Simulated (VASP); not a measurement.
Write the native input for VASP 6.6.1 that does the following.

```
Task                   : single point
Functional             : LDA
Potentials or basis    : VASP PAW LDA potentials, release 64 (Pt)
Cutoff                 : 520 eV
k mesh                 : 22 × 22 × 22
Occupations            : gaussian, width 0.15 eV
Spin                   : no spin polarisation
Dipole correction      : no
Further INCAR settings : ALGO = Fast; EDIFF = 1e-06; NBANDS = 11
```

The structure of Pt lies in POSCAR:

```
Pt
1.0
    0.0000000000      2.2717111119      1.5440820427
    2.2717111119      0.0000000000      1.5440820427
    2.2717111119      2.2717111119      0.0000000000
Pt
1
Direct
    0.0000000000      0.0000000000      0.0000000000
```

This cell differs from its parent crystal: volume 15.937 Å^3 an atom, c/a of the conventional cell 0.6797.

The input as run:

INCAR

```
SYSTEM = Pt
ALGO     = Fast           ! electronic algorithm
EDIFF    = 1E-6           ! SCF threshold, eV
ENCUT    = 520            ! plane-wave cutoff, eV
GGA      = CA             ! functional
ISIF     = 2              ! what is computed and relaxed
ISMEAR   = 0              ! smearing method
LASPH    = .True.         ! aspherical terms in the spheres
LCHARG   = .False.        ! write CHGCAR
LREAL    = .False.        ! projectors in reciprocal space
LWAVE    = .False.        ! write WAVECAR
NBANDS   = 11             ! bands
NELM     = 100            ! most SCF steps
PREC     = Accurate       ! precision mode
SIGMA    = 0.15           ! smearing width, eV
```

KPOINTS

```
k-points
0
Gamma
  22 22 22
  0 0 0
```

Potentials or basis: VASP PAW LDA potentials, release 64 (Pt).

Run with:

```console
$ cat potpaw_LDA.64/Pt/POTCAR > POTCAR
$ mpirun -np 1 vasp_std > vasp.out
```

Results of the run:

```
Pressure               : -15.8 GPa
Band gap on the k mesh : zero (band 5 reaches 10.89 eV, above the bottom of band 6 at 8.81 eV)
```

Caveat: spin-orbit coupling is left out, which moves the levels of the heavy elements.

Run time: 4 min on 1 thread of AMD EPYC 7R13, on a shared host, peak memory 0.22 GiB.
